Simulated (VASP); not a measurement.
SrCa, 2 atoms in the cell. It takes space group R-3m (No. 166, trigonal). Conventional cell: a = 4.048 Å, b = 4.048 Å, c = 19.476 Å, α = 90.00°, β = 90.00°, γ = 120.00°. Within 5.2 Å of Sr (site symmetry -3m) lie 6 Ca at 4.00 Å and 6 Sr at 4.05 Å. Ca (site symmetry -3m) has 6 Sr at 4.00 Å and 6 Ca at 4.05 Å within 5.2 Å.  This cell differs from its parent crystal: strained.

| Property | Result |
| --- | --- |
| Program | VASP 6.6.1 |
| Task | single point |
| Functional | PBEsol |
| Potentials or basis | VASP PAW PBE potentials, release 64 (Sr_sv, Ca_sv) |
| Cutoff | 520 eV |
| k mesh | 12 × 12 × 12 |
| Occupations | gaussian, width 0.1 eV |
| Spin | no spin polarisation |
| Dipole correction | no |
| Further INCAR settings | ALGO = Normal; EDIFF = 1e-07; NBANDS = 17 |

Potentials or basis: VASP PAW PBE potentials, release 64 (Sr_sv, Ca_sv).

Run with:

```sh
$ cat potpaw_PBE.64/Sr_sv/POTCAR potpaw_PBE.64/Ca_sv/POTCAR > POTCAR
$ mpirun -np 1 vasp_std > vasp.out
```

Hardware: 1 thread of AMD EPYC 7R43 64-Core Processor (Zen 3), with other jobs on the host.

Q: How long does it take, and how much memory?

A: It took 12 min on 1 thread of AMD EPYC 7R43 64-Core Processor (Zen 3) (shared host), peak memory 0.56 GiB. Counts: scf iterations 14, k points 189.
